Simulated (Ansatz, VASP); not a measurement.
KF: VASP beside Ansatz

```
K F
1.0
     3.27537    0.00000    0.00000
     0.00000    3.27537    0.00000
     0.00000    0.00000    3.22637
K F
1 1
Cartesian
  0.0000 0.0000 0.0000
  1.6377 1.6377 1.6132
```

Change from the starting cell: z stretched by -1 % at fixed volume.

Alike in both runs: task single point; functional LDA; k mesh 9 × 9 × 9; occupations fermi-dirac, width 0.02 eV; no spin polarisation.

|  | VASP | Ansatz |
| --- | --- | --- |
| version | VASP 6.6.1 | Ansatz 0.2.0 |
| potentials or method | VASP PAW LDA potentials, release 64 (K_sv, F), cutoff 520 eV | all-electron LAPW, scalar-relativistic |

```tsv
	VASP	Ansatz	Ansatz less VASP
gap on the k mesh at the Fermi level (eV)	5.89	5.89	+0.006
pressure (GPa)	-5.7	-5.7	-0.06
traceless stress, the component that is largest in VASP (GPa)	0.83	0.82	-0.001
```

LDA's correlation is that of Perdew and Zunger in VASP and of Perdew and Wang (1992) in Ansatz. Ansatz ran all-electron here, and VASP with PAW potentials.
